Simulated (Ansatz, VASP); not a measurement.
## RbSnTe in VASP and in Ansatz

```
Rb Sn Te
1.0
     5.12216    0.00000    0.00000
     0.00000    5.12216    0.00000
     0.00000    0.00000    8.39171
Rb Sn Te
2 2 2
Direct
  0.00000 0.00000 0.00000
  0.50000 0.50000 0.00000
  0.00000 0.50000 0.33550
  0.50000 0.00000 0.66450
  0.00000 0.50000 0.68210
  0.50000 0.00000 0.31790
```

Alike in both runs: functional PBE; k mesh 4 × 4 × 2; occupations gaussian, width 0.1 eV; no spin polarisation.

Ansatz relaxed the structure, and its values are those at the end. VASP's run is a single point on that final structure, the one shown.

|  | VASP | Ansatz |
| --- | --- | --- |
| version | VASP 6.6.1 | Ansatz 0.2.0 |
| potentials or method | VASP PAW PBE potentials, release 64 (Rb_sv, Sn_d, Te), cutoff 520 eV | scalar-relativistic, plane waves, PAW |
| valence electrons in the cell | 58 | 78 |

|  | VASP | Ansatz | Ansatz less VASP |
| --- | --- | --- | --- |
| gap on the k mesh at the Fermi level (eV) | none | none | - |
| pressure (GPa) | 0.1 | 0.1 | -0.02 |
| rms of the force components (eV/Å) | 0.004 | 0.004 | -0.0004 |

A gap of «none» marks a metal or a gap that the smearing closes. The functional is the same, so the differences come from potentials, cutoffs and numerics. VASP's potentials hold 58 valence electrons a cell and Ansatz's 78, so a difference there can come from the potentials and not from the codes.

The k mesh is coarse, so the values compare programs but aren't converged. Neither program's run includes spin-orbit coupling.
